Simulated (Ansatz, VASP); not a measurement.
## AlN: VASP beside Ansatz

```xyz
4
Lattice="3.1888 0.0000 0.0000 -1.5944 2.7616 0.0000 0.0000 0.0000 4.7291" Properties=species:S:1:pos:R:3 pbc="T T T"
Al    0.0000    1.8410    0.0000
Al    1.5944    0.9205    2.3645
N     0.0000    1.8410    1.8207
N     1.5944    0.9205    4.1853
```

Change from the starting cell: strain +0.025 along x and y, -0.050 along z, atoms carried along.

Alike in both runs: task single point; functional PBE; k mesh 9 × 9 × 6; occupations gaussian, width 0.05 eV; no spin polarisation.

```csv
,VASP,Ansatz
version,VASP 6.6.1,Ansatz 0.2.0
potentials or method,"VASP PAW PBE potentials, release 64 (Al, N), cutoff 520 eV","scalar-relativistic, plane waves, PAW"
valence electrons in the cell,16,16
```

Ansatz gave:

| Item | Value |
| --- | --- |
| gap on the k mesh at the Fermi level (eV) | 3.96 |
| least direct gap on the mesh (eV) | 3.96 |
| pressure (GPa) | 4.8 |
| traceless stress, the component that is largest in VASP (GPa) | 19.26 |
| rms of the force components (eV/Å) | 0.569 |

Q: Estimate VASP's values.

A: gap on the k mesh at the Fermi level (eV): 3.97; least direct gap on the mesh (eV): 3.97; pressure (GPa): 4.5; traceless stress, the component that is largest in VASP (GPa): 19.48; rms of the force components (eV/Å): 0.571.

Atom by atom the forces differ by 0.003 eV/Å (rms over components). The functional is the same, so the differences come from potentials, cutoffs and numerics.
